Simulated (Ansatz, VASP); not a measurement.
One calculation of PbF2, two programs

The input INCAR:

```
ALGO     = Normal         # electronic algorithm
EDIFF    = 1E-7           # SCF threshold, eV
ENCUT    = 520            # plane-wave cutoff, eV
GGA      = PE             # functional
ISIF     = 2              # what is computed and relaxed
ISMEAR   = 0              # smearing method
LASPH    = True           # aspherical terms in the spheres
LCHARG   = True           # write CHGCAR
LELF     = True           # ELF
LREAL    = False          # projectors in reciprocal space
LVHAR    = True         
LWAVE    = False          # write WAVECAR
NBANDS   = 21             # bands
NELM     = 100            # most SCF steps
PREC     = Accurate       # precision mode
SIGMA    = 0.05           # smearing width, eV
```

The input KPOINTS:

```
k-points
0
Gamma
  10 10 10
```

The input POSCAR:

```
PbF2
1.0
    0.0000000000      2.9892857645      2.9892857645
    2.9892857645      0.0000000000      2.9892857645
    2.9892857645      2.9892857645      0.0000000000
Pb F
1 2
Direct
    0.0000000000      0.0000000000      0.0000000000
    0.2500000000      0.2500000000      0.2500000000
    0.7500000000      0.7500000000      0.7500000000
```

Input for Ansatz:

```yaml
crystal:
  lattice:
    - [0.0, 2.9892857645, 2.9892857645]
    - [2.9892857645, 0.0, 2.9892857645]
    - [2.9892857645, 2.9892857645, 0.0]
  atoms:
    - { symbol: Pb, position: [0.0, 0.0, 0.0] }
    - { symbol: F, position: [0.25, 0.25, 0.25] }
    - { symbol: F, position: [0.75, 0.75, 0.75] }
basis:
  ecutwfc: 420
  ecutrho_ratio: 4
kpoints:
  mp_grid: { grid: [10, 10, 10] }
hamiltonian:
  xc: pbe
scf:
  occupations: { method: gaussian, width: 0.05 }
output:
  forces: true
  stress: true
  eigenvalues: true
```

Alike in both runs: task single point; functional PBE; k mesh 10 × 10 × 10; occupations gaussian, width 0.05 eV; no spin polarisation.

|  | VASP | Ansatz |
| --- | --- | --- |
| version | VASP 6.6.1 | Ansatz 0.2.0 |
| potentials or method | VASP PAW PBE potentials, release 64 (Pb_d, F), cutoff 520 eV | scalar-relativistic, plane waves, PAW |
| valence electrons in the cell | 28 | 28 |

VASP gave:

```
gap on the k mesh at the Fermi level (eV) : 4.43
least direct gap on the mesh (eV)         : 4.56
pressure (GPa)                            : 0.6
```

Task: What did Ansatz give for the same quantities?

Result: gap on the k mesh at the Fermi level (eV): 4.43; least direct gap on the mesh (eV): 4.56; pressure (GPa): 0.8.

Neither program's run includes spin-orbit coupling.
